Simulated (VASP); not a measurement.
Set up this calculation in VASP 6.6.1, as the native input.

```yaml
Task: relaxation of the atoms
Functional: PBEsol
Potentials_or_basis: VASP PAW PBE potentials, release 64 (C, H, O)
Cutoff: 520 eV
k_mesh: 1 × 1 × 1
Occupations: fermi-dirac, width 0.05 eV
Spin: no spin polarisation
Dipole_correction: no
Further_INCAR_settings: LREAL = Auto; ALGO = Normal; EDIFF = 1e-07; IBRION = 2; EDIFFG = -0.3; NSW = 35
```

The structure of H12C5O3 lies in POSCAR:

```
H12C5O3
1.0
    8.1932130000      0.0000000000      0.0000000000
    0.0000000000      8.1932130000      0.0000000000
    0.0000000000      0.0000000000      8.1932130000
C H O
10 24 6
Direct
    0.9058721000      1.0402160000      0.7792433000
    0.8799410000      0.8567401000      0.7960355000
    0.3694102000      0.9701911000      0.9068518000
    0.4318104000      0.8623277000      0.7686870000
    0.8844907000      0.4369740000      0.3068990000
    0.3650945000      0.3727109000      0.1000839000
    0.5522402000      0.2117149000      0.5333863000
    0.0661881000      0.8331142000      0.3173471000
    0.5701274000      0.7750667000      0.2250501000
    0.8772467000      0.4263499000      0.8909523000
    0.9024404000      1.0778863000      0.6513348000
    0.8113770000      1.1084032000      0.8441480000
    1.0239572000      1.0769901000      0.8291932000
    0.8833727000      0.8190698000      0.9239440000
    0.7618559000      0.8199660000      0.7460856000
    0.9744361000      0.7885529000      0.7311308000
    0.3194079000      1.0845840000      0.8598898000
    0.2730131000      0.9091239000      0.9759156000
    0.4673007000      1.0007168000      0.9921575000
    0.4818127000      0.7479348000      0.8156491000
    0.3339199000      0.8318020000      0.6833814000
    0.5282075000      0.9233949000      0.6996232000
    0.9466662000      0.4791978000      0.1950953000
    0.9641161000      0.3825715000      0.4009675000
    0.4268674000      0.3995997000      0.2167450000
    0.4163981000      0.4336826000     -0.0085398000
    0.4341229000      0.2492612000      0.5861811000
    0.6441528000      0.1676021000      0.6214478000
    0.0736180000      0.9481559000      0.2476411000
    0.0612556000      0.7204369000      0.2436708000
    0.6539656000      0.7166588000      0.3128475000
    0.5797639000      0.9090951000      0.2154469000
    0.9484276000      0.3871345000      0.9983960000
    0.9258826000      0.5329334000      0.8244451000
    0.7372579000      0.4496192000      0.3253137000
    0.2476865000      0.2814847000      0.0917386000
    0.5794486000      0.2185328000      0.3871340000
    0.0635951000      0.8306593000      0.4662221000
    0.4730719000      0.6965493000      0.1438605000
    0.7528400000      0.3564011000      0.8484476000
```

These files were run (other wordings do the same):

INCAR

```
SYSTEM = H12C5O3
PREC = Accurate
ENCUT = 520
EDIFF = 1E-7
ISMEAR = -1
SIGMA = 0.05
LREAL = Auto
LASPH = .True.
NELM = 60
ALGO = Normal
ISIF = 2
LWAVE = .False.
LCHARG = .False.
GGA = PS
IBRION = 2
NSW = 35
EDIFFG = -0.3
```

KPOINTS

```
Automatic mesh
0
Gamma
  1 1 1
  0 0 0
```

Potentials or basis: VASP PAW PBE potentials, release 64 (C, H, O).

Command:

```sh
$ cat potpaw_PBE.64/C/POTCAR potpaw_PBE.64/H/POTCAR potpaw_PBE.64/O/POTCAR > POTCAR
$ mpirun -np 1 vasp_gam > vasp.out
```

It gave:

```json
{"Energy gained by relaxing": "12.8 meV/atom", "Ionic steps": "29", "Pressure after relaxing": "0.1 GPa", "Largest force after relaxing": "0.258 eV/Å", "Band gap on the k mesh": "2.77 eV"}
```

Caveat: the k points lie up to 0.77 Å⁻¹ apart; the PAW data sets were made with another functional, which shifts forces and pressure a little; the relaxation stopped at a loose force limit of 0.3 eV/Å, so its end isn't a converged minimum.

Wall time 13 min on 1 thread of Intel(R) Xeon(R) 6975P-C (Granite Rapids) (shared host), peak memory 0.62 GiB.
